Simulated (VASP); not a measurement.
Ir: single point with PBE

Crystal: Ir.

```
Ir
1.0
    -1.52434    1.52434    1.52434
     1.52434   -1.52434    1.52434
     1.52434    1.52434   -1.52434
Ir
1
Direct
  0.00000 0.00000 0.00000
```

* Program: VASP 6.6.1
* Task: single point
* Functional: PBE
* Potentials or basis: VASP PAW PBE potentials, release 64 (Ir)
* Cutoff: 520 eV
* k mesh: 49 × 49 × 49
* Occupations: fermi-dirac, width 0.0612256 eV
* Spin: no spin polarisation

| Quantity | Value |
| --- | --- |
| Pressure | 22.4 GPa |

Levels at points of the mesh, in eV from the Fermi level:
```tsv
k point	band 1	band 2	band 3	band 4	band 5	band 6	band 7	band 8
(0.00, 0.00, 0.00)	-10.85	-3.73	-3.73	-3.73	-0.57	-0.57	16.95	16.95
```

Wall time 7.4 min on 1 thread of Oxide Virtual Turin-like Processor, with other jobs on the host, peak memory 0.48 GiB.

Caveat: spin-orbit coupling is left out, which moves the levels of the heavy elements.
